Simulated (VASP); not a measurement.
# PbS (Cmcm) in VASP: notebook, part 2 of 3

VASP 6.6.1. The steps go on from the part before.

**3. Relaxation of cell and atoms, PBEsol, target pressure 30 GPa, at which the enthalpy is minimised**

This run uses another cell than the first one, of 26.66 Å³/atom.

File INCAR:

```
PREC = Accurate
ENCUT = 600
EDIFF = 1E-6
ISMEAR = -1
SIGMA = 0.05
LREAL = False
LASPH = True
NELM = 80
ALGO = Normal
ISIF = 3
LWAVE = False
LCHARG = False
GGA = PS
IBRION = 2
NSW = 80
EDIFFG = -0.005
PSTRESS = 300.0
```

File KPOINTS:

```
Automatic mesh
0
Gamma
  7 7 6
```

File POSCAR:

```
PbS
1.0
    2.0799526950     -5.9912968650      0.0000000000
    2.0799526950      5.9912968650      0.0000000000
    0.0000000000      0.0000000000      4.2793209400
Pb S
2 2
Direct
    0.1305633500      0.8694366500      0.2500000000
    0.8694366500      0.1305633500      0.7500000000
    0.3547970900      0.6452029100      0.2500000000
    0.6452029100      0.3547970900      0.7500000000
```

Potentials or basis: VASP PAW PBE potentials, release 64 (Pb_d, S).

On the command line:

```bash
$ cat potpaw_PBE.64/Pb_d/POTCAR potpaw_PBE.64/S/POTCAR > POTCAR
$ mpirun -np 1 vasp_std > vasp.out
```

OUTCAR:

```text
PREC = Accurate
   ENCUT = 600
   EDIFF = 1E-6
   ISMEAR = -1
   LREAL = False
   LASPH = True
   NELM = 80
   ISIF = 3
   GGA = PS
   IBRION = 2
   NSW = 80
   EDIFFG = -0.005
   PSTRESS = 300.0

 ion  position               nearest neighbor table
   1  0.131  0.869  0.250-   3 2.69   4 2.99   4 2.99   4 2.99   4 2.99   2 3.79   2 3.79   2 4.13
                             2 4.13   2 4.13   2 4.13
   2  0.869  0.131  0.750-   4 2.69   3 2.99   3 2.99   3 2.99   3 2.99   1 3.79   1 3.79   1 4.13
                             1 4.13   1 4.13   1 4.13
   3  0.355  0.645  0.250-   1 2.69   2 2.99   2 2.99   2 2.99   2 2.99
   4  0.645  0.355  0.750-   2 2.69   1 2.99   1 2.99   1 2.99   1 2.99

  LATTYP: Found a base centered orthorhombic cell.
 ALAT       =     4.1599053900
 B/A-ratio  =     2.8804966956
 C/A-ratio  =     1.0287063139

  Lattice vectors:

 A1 = (   2.0799526950,  -5.9912968650,   0.0000000000)
 A2 = (   2.0799526950,   5.9912968650,   0.0000000000)
 A3 = (   0.0000000000,   0.0000000000,   4.2793209400)

Analysis of symmetry for initial positions (statically):
=====================================================================
 Subroutine PRICEL returns:
 Original cell was already a primitive cell.

 Routine SETGRP: Setting up the symmetry group for a
 base centered orthorhombic supercell.

 Subroutine GETGRP returns: Found  8 space group operations
 (whereof  4 operations were pure point group operations)
 out of a pool of  8 trial point group operations.

The static configuration has the point symmetry C_2h.
 The point group associated with its full space group is D_2h.

Analysis of symmetry for dynamics (positions and initial velocities):
=====================================================================
 Subroutine PRICEL returns:
 Original cell was already a primitive cell.

 Routine SETGRP: Setting up the symmetry group for a
 base centered orthorhombic supercell.

 Subroutine GETGRP returns: Found  8 space group operations
 (whereof  4 operations were pure point group operations)
 out of a pool of  8 trial point group operations.

The dynamic configuration has the point symmetry C_2h.
 The point group associated with its full space group is D_2h.

 Subroutine INISYM returns: Found  8 space group operations
 (whereof  4 operations are pure point group operations),
 and found     1 'primitive' translations

----------------------------------------------------------------------------------------

                                     Primitive cell

  volume of cell :     106.6545

  direct lattice vectors                    reciprocal lattice vectors
     2.079952695 -5.991296865  0.000000000     0.240390083 -0.083454386  0.000000000
     2.079952695  5.991296865  0.000000000     0.240390083  0.083454386  0.000000000
     0.000000000  0.000000000  4.279320940     0.000000000  0.000000000  0.233681936

  length of vectors
     6.342069168  6.342069168  4.279320940     0.254464195  0.254464195  0.233681936

  position of ions in fractional coordinates (direct lattice)
     0.130563350  0.869436650  0.250000000
     0.869436650  0.130563350  0.750000000
     0.354797090  0.645202910  0.250000000
     0.645202910  0.354797090  0.750000000

  ion indices of the primitive-cell ions
   primitive index   ion index
                 1           1
                 2           2
                 3           3
                 4           4

----------------------------------------------------------------------------------------

 KPOINTS: Automatic mesh

Automatic generation of k-mesh.
 Grid dimensions read from file:
 generate k-points for:    7    7    6

 Generating k-lattice:

  Cartesian coordinates                     Fractional coordinates (reciprocal lattice)
     0.034341440 -0.011922055  0.000000000     0.142857143  0.000000000  0.000000000
     0.034341440  0.011922055  0.000000000     0.000000000  0.142857143  0.000000000
     0.000000000  0.000000000  0.038946989     0.000000000  0.000000000  0.166666667

  Length of vectors
     0.036352028  0.036352028  0.038946989

  Shift w.r.t. Gamma in fractional coordinates (k-lattice)
     0.000000000  0.000000000  0.000000000

 Subroutine IBZKPT returns following result:
 ===========================================

 Found     64 irreducible k-points:

 Following reciprocal coordinates:
            Coordinates               Weight
  0.000000  0.000000  0.000000      1.000000
  0.142857 -0.000000  0.000000      4.000000
  0.285714 -0.000000  0.000000      4.000000
  0.428571 -0.000000  0.000000      4.000000
  0.142857  0.142857  0.000000      2.000000
  0.285714  0.142857  0.000000      4.000000
[... 16 lines left out ...]
  0.428571  0.142857  0.166667      8.000000
 -0.428571  0.142857  0.166667      8.000000
 [... further k-points ...]
   k-points           NKPTS =     64   k-points in BZ     NKDIM =     64   number of bands    NBANDS=     24
   number of dos      NEDOS =    301   number of ions     NIONS =      4
   total plane-waves  NPLWV = 104976
   dimension x,y,z NGX =    54 NGY =   54 NGZ =   36
   dimension x,y,z NGXF=   108 NGYF=  108 NGZF=   72
   ions per type =               2   2
   NGX,Y,Z   is equivalent  to a cutoff of  14.16, 14.16, 13.99 a.u.
   NGXF,Y,Z  is equivalent  to a cutoff of  28.31, 28.31, 27.97 a.u.
 SYSTEM =  unknown system
   PREC   = accura    normal or accurate (medium, high low for compatibility)
   ISTART =      0    job   : 0-new  1-cont  2-samecut
   ICHARG =      2    charge: 1-file 2-atom 10-const
   ISPIN  =      1    spin polarized calculation?
   LNONCOLLINEAR =      F non collinear calculations
   LSORBIT =      F    spin-orbit coupling
   LASPH  =      T    aspherical Exc in radial PAW
   ENCUT  =  600.0 eV  44.10 Ry    6.64 a.u.  12.67 12.67  8.55*2*pi/ulx,y,z
   NELM   =     80;   NELMIN=  2; NELMDL= -5     # of ELM steps
   EDIFF  = 0.1E-05   stopping-criterion for ELM
   LREAL  =      F    real-space projection
   EDIFFG = -.5E-02   stopping-criterion for IOM
   NSW    =     80    number of steps for IOM
   IBRION =      2    ionic relax: 0-MD 1-quasi-New 2-CG
   NFREE  =      1    steps in history (QN), initial steepest desc. (CG)
   ISIF   =      3    stress and relaxation
   ISYM   =      2    0-nonsym 1-usesym 2-fastsym
   POTIM  = 0.5000    time-step for ionic-motion
   TEBEG  =    0.0;   TEEND  =   0.0 temperature during run
   PSTRESS=  300.0 pullay stress
   NELECT =      40.0000    total number of electrons
   NUPDOWN=      -1.0000    fix difference up-down
   EMIN   =  10.00;   EMAX   =-10.00  energy-range for DOS
   EFERMI =   0.00;   METHOD = LEGACY
   ISMEAR =    -1;   SIGMA  =   0.05  broadening in eV -4-tet -1-fermi 0-gaus
   EFERMI_NEDOS =   21; number of points for ismear=-14 and -15
   IALGO  =     38    algorithm
   IMIX   =      4    mixing-type and parameters
     AMIX     =   0.40;   BMIX     =  1.00
     AMIX_MAG =   1.60;   BMIX_MAG =  1.00
  volume/ion in A,a.u.               =      26.66       179.94
  Fermi-wavevector in a.u.,A,eV,Ry     =   1.180597  2.231005 18.963935  1.393810
  Thomas-Fermi vector in A             =   2.316887
   LORBIT       =      0    0 simple, 1 ext, 2 COOP (PROOUT), +10 PAW based schemes
   GGA     = PS    functional components
   LHFCALC =     F    Hartree Fock is set to
   AEXX    =    0.0000 exact exchange contribution
   IVDW    =     0    specifies the selected vdW correction
   LEPSILON=     F    determine dielectric tensor
   LRPA    =     F    only Hartree local field effects (RPA)
 conjugate gradient relaxation of ions
 non-spin polarized calculation
  energy-cutoff  :      600.00
  volume of cell :      106.65
 maximum number of plane-waves:      3581
 NGX is ok and might be reduce to    54
   NGX = 25   NGY = 25   NGZ = 17

--------------------------------------- Ionic step        1  -------------------------------------------

 number of electron      40.0000000 magnetization

 Free energy of the ion-electron system (eV)
  ---------------------------------------------------
  ext. energy  EPLUGINS =         0.00000000
  ---------------------------------------------------
  free energy    TOTEN  =       -18.74789928 eV

  energy without entropy =      -18.74789891  energy(sigma->0) =      -18.74789909

 E-fermi :   5.3459     XC(G=0):  -9.7805

 val. band max:        4.7330140700   @ k =  -0.4286   0.4286   0.3333
 cond. band min:       5.8955271393   @ k =   0.4286   0.4286   0.0000
 fundamental gap:      1.1625130693
 Fermi energy:         5.3458670017
[... 1419 lines left out ...]
     23      12.6763      0.00000
     24      13.7118      0.00000

 [... further k-points ...]

[... ionic steps 4 to 33 ...]

--------------------------------------- Ionic step       34  -------------------------------------------

 number of electron      39.9999999 magnetization

------------------------ aborting loop because EDIFF is reached ----------------------------------------
[... 75 lines left out ...]
--------------------------------------- Ionic step       36  -------------------------------------------

 number of electron      39.9999999 magnetization

 Free energy of the ion-electron system (eV)
  ---------------------------------------------------
  ext. energy  EPLUGINS =         0.00000000
  ---------------------------------------------------
  free energy    TOTEN  =       -16.97768908 eV

  energy without entropy =      -16.97448204  energy(sigma->0) =      -16.97608556

 E-fermi :  10.1783     XC(G=0): -11.6419

 val. band max:       10.1482706020   @ k =   0.2857   0.2857   0.0000
 cond. band min:      10.1813637727   @ k =  -0.4286   0.4286   0.3333
 fundamental gap:      0.0330931707
 Fermi energy:        10.1783388131
[... 683 lines left out ...]
  energy  without entropy=      -16.9744820362  energy(sigma->0) =      -16.97608556

  enthalpy is  TOTEN    =        -3.0852825907 eV   P V=       13.8924064889

 reached required accuracy - stopping structural energy minimisation
```

OSZICAR:

```text
N       E                     dE             d eps       ncg     rms          rms(c)
DAV:   1     0.425053942926E+03    0.42505E+03   -0.20983E+04  3072   0.198E+03
DAV:   2     0.301873057809E+02   -0.39487E+03   -0.38969E+03  3136   0.472E+02
DAV:   3    -0.176457997797E+02   -0.47833E+02   -0.46809E+02  4136   0.174E+02
DAV:   4    -0.195296662978E+02   -0.18839E+01   -0.18822E+01  3504   0.379E+01
[... 287 lines left out ...]
       N       E                     dE             d eps       ncg     rms          rms(c)
DAV:   1    -0.169776952033E+02   -0.16002E-02   -0.38916E-04  4224   0.239E-01    0.155E-02
DAV:   2    -0.169776908104E+02    0.43929E-05   -0.19999E-05  4616   0.644E-02    0.616E-03
DAV:   3    -0.169776893383E+02    0.14721E-05   -0.32235E-06  2464   0.309E-02    0.202E-03
DAV:   4    -0.169776890796E+02    0.25869E-06   -0.79079E-07  1696   0.908E-03
  36 F= -.30852826E+01 E0= -.30836791E+01  d E =-.842793E-06
```

Wall time 41 min (1 thread of Intel Xeon 6975P-C (Granite Rapids), shared host); peak memory 0.44 GiB.

What came out:

```
Free energy                                                : -16.9777 eV
Relaxed volume                                             : 18.55 Å³/atom
Relaxed cell                                               : a = 5.370 Å, b = 5.370 Å, c = 4.029 Å, α = 90.00°, β = 90.00°, γ = 140.32°
Space group after relaxing (to 0.1 Å)                      : Cmcm (No. 63)
Energy change on relaxing (the run minimises the enthalpy) : +442.6 meV/atom
Ionic steps                                                : 36
Pressure after relaxing                                    : 30.0 GPa
Band gap on the k mesh                                     : zero (bands 20 and 21 overlap by 0.05 eV)
```

Forces in eV/Å, atoms in the order of the input:
```
Pb   0.000  0.001  0.000
Pb   0.000 -0.001  0.000
S    0.000  0.002  0.000
S    0.000 -0.002  0.000
```

Step by step:
```csv
step,energy change (eV),largest force (eV/Å),pressure (GPa),volume (Å³)
1,0.0000,0.0355,-1.86,106.65
2,26.6620,14.4735,308.77,43.96
3,1.1482,2.1261,21.79,81.99
4,1.5029,2.4503,26.17,79.61
5,1.8318,2.7289,30.07,77.74
6,1.9274,0.6935,32.04,74.36
7,2.0654,0.2010,33.35,73.53
8,1.5395,0.7564,26.42,75.84
9,1.6500,0.4090,28.47,75.04
10,1.9293,0.3110,32.36,73.50
11,1.8108,0.1856,30.79,74.10
12,1.7234,0.1976,29.84,74.52
13,1.6715,0.2350,29.23,74.79
14,1.7043,0.1782,29.62,74.59
15,1.7489,0.1153,30.15,74.33
16,1.7591,0.1099,30.26,74.28
17,1.7395,0.0539,29.91,74.37
18,1.7013,0.0690,29.13,74.57
19,1.7158,0.0202,29.42,74.49
20,1.8081,0.0222,30.48,73.99
21,1.7649,0.0214,30.01,74.22
22,1.7639,0.0214,29.98,74.23
23,1.7666,0.0082,30.02,74.21
24,1.7691,0.0060,30.06,74.20
25,1.7594,0.0081,29.94,74.25
26,1.7619,0.0062,29.96,74.24
27,1.7629,0.0061,29.97,74.23
28,1.7645,0.0069,30.00,74.22
29,1.7693,0.0090,30.02,74.20
30,1.7693,0.0074,30.02,74.20
31,1.7694,0.0013,30.01,74.20
32,1.7695,0.0114,29.98,74.20
33,1.7694,0.0051,29.99,74.20
34,1.7700,0.0025,30.01,74.19
35,1.7718,0.0031,30.03,74.19
36,1.7702,0.0023,30.01,74.19
```

Final structure:
```
Pb S
1.0
     1.82267   -5.05166    0.00000
     1.82267    5.05166    0.00000
     0.00000    0.00000    4.02897
Pb S
2 2
Direct
  0.11757 0.88243 0.25000
  0.88243 0.11757 0.75000
  0.37063 0.62937 0.25000
  0.62937 0.37063 0.75000
```

Caveat: the cell is relaxed towards a set pressure, so the run minimises the enthalpy, not the energy; the volume moved by over 15 % at a fixed basis, so the end points are rough; semilocal functionals underestimate gaps, so a narrow gap can read as zero; the PAW data sets were made with another functional, which shifts forces and pressure a little; spin-orbit coupling is left out, which moves the levels of the heavy elements.

[end of part 2 of 3]
